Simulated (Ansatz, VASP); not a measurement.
# One calculation of CaS, two programs

```
Ca S
1.0
     0.00000    2.81674    2.81674
     2.81674    0.00000    2.81674
     2.81674    2.81674    0.00000
Ca S
1 1
Direct
  0.00000 0.00000 0.00000
  0.50000 0.50000 0.50000
```

Alike in both runs: task single point; functional PBEsol; k mesh 6 × 6 × 6; occupations gaussian, width 0.05 eV; no spin polarisation.

|  | VASP | Ansatz |
| --- | --- | --- |
| version | VASP 6.6.1 | Ansatz 0.2.0 |
| potentials or method | VASP PAW PBE potentials, release 64 (Ca_sv, S), cutoff 500 eV | scalar-relativistic, plane waves, PAW |
| valence electrons in the cell | 16 | 16 |

```tsv
	VASP	Ansatz	Ansatz less VASP
gap on the k mesh at the Fermi level (eV)	2.15	2.16	+0.006
least direct gap on the mesh (eV)	3.00	3.00	+0.005
pressure (GPa)	0.2	0.0	-0.19
```

VASP's potentials were made for PBE, not for PBEsol.
